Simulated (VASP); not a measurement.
Al2O3 (Corundum), 10 atoms in the cell. The structure is trigonal, space group R-3c (No. 167). The conventional cell has a = 4.760 Å, b = 4.760 Å, c = 12.996 Å, α = 90.00°, β = 90.00°, γ = 120.00°. Al (site symmetry 3) has 6 O at 1.85 to 1.97 Å within 2.5 Å. Within 2.5 Å of O (site symmetry 2) lie 4 Al at 1.85 to 1.97 Å. 

```yaml
Program: VASP 6.6.1
Task: single point
Functional: PBE
Dispersion: D3(BJ)
Potentials_or_basis: VASP PAW PBE potentials, release 64 (Al, O)
Cutoff: 520 eV
k_mesh: 6 × 6 × 6
Occupations: gaussian, width 0.1 eV
Spin: no spin polarisation
Dipole_correction: no
Further_INCAR_settings: ALGO = Normal; EDIFF = 1e-07; NBANDS = 35
```

Potentials or basis: VASP PAW PBE potentials, release 64 (Al, O).

Launch:

```sh
$ cat potpaw_PBE.64/Al/POTCAR potpaw_PBE.64/O/POTCAR > POTCAR
$ mpirun -np 1 vasp_std > vasp.out
```

Hardware: 1 thread of Intel(R) Xeon(R) Platinum 8488C (Sapphire Rapids), on a shared host.

Problem. Estimate the wall time of this run.

Solution. It took 83 s on 1 thread of Intel(R) Xeon(R) Platinum 8488C (Sapphire Rapids), with other jobs on the host, peak memory 0.27 GiB. Counts: scf iterations 15, k points 32.
